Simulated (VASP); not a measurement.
Set up this calculation in VASP 6.6.1, as the native input.

| Quantity | Value |
| --- | --- |
| Task | relaxation of cell and atoms |
| Functional | PBE |
| Dispersion | D3(BJ) |
| Potentials or basis | VASP PAW PBE potentials, release 64 (Bi_d, P) |
| Cutoff | 600 eV |
| k mesh | 10 × 10 × 12 |
| Occupations | gaussian, width 0.1 eV |
| Spin | no spin polarisation |
| Dipole correction | no |
| Further INCAR settings | ALGO = Normal; EDIFF = 1e-06; IBRION = 2; EDIFFG = -0.01; NSW = 100; ISIF = 3 |

The structure of BiP lies in POSCAR:

```
BiP
1.0
    5.0259055805      0.0000000000      0.0000000000
    0.0000000000      5.0259055805      0.0000000000
    0.0000000000      0.0000000000      3.8152622984
Bi P
2 2
Direct
    0.0000000000      0.0000000000      0.0000000000
    0.5000000000      0.5000000000      0.0000000000
    0.0000000000      0.5000000000      0.3517272609
    0.5000000000      0.0000000000      0.6482727391
```

These files were run (other wordings do the same):

INCAR

```
SYSTEM = BiP
PREC = Accurate
ENCUT = 600
EDIFF = 1E-6
ISMEAR = 0
SIGMA = 0.1
LREAL = .FALSE.
LASPH = .TRUE.
NELM = 100
ALGO = Normal
ISIF = 3
LWAVE = .FALSE.
LCHARG = .FALSE.
GGA = PE
IVDW = 12
IBRION = 2
NSW = 100
EDIFFG = -0.01
```

KPOINTS

```
Automatic mesh
0
G
  10 10 12
  0 0 0
```

Potentials or basis: VASP PAW PBE potentials, release 64 (Bi_d, P).

Run with:

```bash
$ cat potpaw_PBE.64/Bi_d/POTCAR potpaw_PBE.64/P/POTCAR > POTCAR
$ mpirun -np 1 vasp_std > vasp.out
```

It gave:

| Property | Result |
| --- | --- |
| Relaxed volume | 23.46 Å³/atom |
| Relaxed cell | a = 5.055 Å, b = 5.055 Å, c = 3.673 Å, α = 90.00°, β = 90.00°, γ = 90.00° |
| Space group after relaxing (to 0.05 Å) | P4/nmm (No. 129) |
| Energy gained by relaxing | 7.4 meV/atom |
| Ionic steps | 12 |
| Pressure after relaxing | 0.0 GPa |
| Band gap on the k mesh | zero (band 20 reaches 8.82 eV, above the bottom of band 21 at 6.80 eV) |
| Dispersion energy per atom | -0.472 eV |

Caveat: spin-orbit coupling is left out, which moves the levels of the heavy elements; pairwise dispersion overbinds metals, which lowers pressure and volume.

It took 23 min on 1 thread of Intel(R) Xeon(R) Platinum 8259CL CPU @ 2.50GHz (Skylake/Cascade Lake) (shared host), peak memory 0.49 GiB.
